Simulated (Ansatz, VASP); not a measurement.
**MoS2 in VASP and in Ansatz**

INCAR

```
SYSTEM = MoS2
  PREC = Accurate
  ENCUT = 520
  EDIFF = 1E-8
  ISMEAR = -1
  SIGMA = 0.05
  LREAL = .False.
  LASPH = .True.
  NELM = 80
  ALGO = Normal
  ISIF = 2
  LWAVE = .False.
  LCHARG = .False.
  GGA = PS
  LEFG = .True.
  NBANDS = 20
```

The input KPOINTS:

```
regular mesh
0
Gamma
  13 13 13
  0 0 0
```

Contents of POSCAR:

```
MoS2
1.0
    1.5492157804      0.8944401478      5.9983290071
   -1.5492157804      0.8944401478      5.9983290071
    0.0000000000     -1.7888802957      5.9983290071
Mo S
1 2
Direct
    0.0000000000      0.0000000000      0.0000000000
    0.7484000000      0.7484000000      0.7484000000
    0.5849000000      0.5849000000      0.5849000000
```

Input for Ansatz:

```yaml
crystal:
  lattice:
    - [1.5492157804, 0.8944401478, 5.9983290071]
    - [-1.5492157804, 0.8944401478, 5.9983290071]
    - [0.0, -1.7888802957, 5.9983290071]
  atoms:
    - { symbol: Mo, position: [0.0, 0.0, 0.0] }
    - { symbol: S, position: [0.7484, 0.7484, 0.7484] }
    - { symbol: S, position: [0.5849, 0.5849, 0.5849] }
kpoints:
  mp_grid: { grid: [13, 13, 13] }
scf:
  occupations: { method: fermi_dirac, width: 0.05 }
hamiltonian:
  xc: pbesol
  pseudopotentials: { kind: paw }
output:
  forces: true
  stress: true
  eigenvalues: true
  efg: { contact_densities: true }
```

Change from the starting cell: volume scaled by 0.94, PAW files.

Alike in both runs: task electric field gradients; functional PBEsol; k mesh 13 × 13 × 13; occupations fermi-dirac, width 0.05 eV; no spin polarisation.

```csv
,VASP,Ansatz
version,VASP 6.6.1,Ansatz 0.2.0
potentials or method,"VASP PAW PBE potentials, release 64 (Mo_sv, S)","PAW with Ansatz's default frozen-core files, scalar-relativistic"
plane-wave cutoff (eV),520,420
valence electrons in the cell,26,26
```

VASP gave:

| Item | Value |
| --- | --- |
| pressure (GPa) | 16.1 |
| traceless stress, the component that is largest in VASP (GPa) | 6.09 |
| rms of the force components (eV/Å) | 1.069 |
| size of Vzz on the site where it differs most (V/Å²) | 100.9 |

Task: Estimate Ansatz's values.

Result: Pressure (GPa): 16.1; traceless stress, the component that is largest in VASP (GPa): 6.13; rms of the force components (eV/Å): 1.072; size of Vzz on the site where it differs most (V/Å²): 97.5.

VASP's potentials were made for PBE, not for PBEsol. Atom by atom the forces differ by 0.003 eV/Å (rms over components).
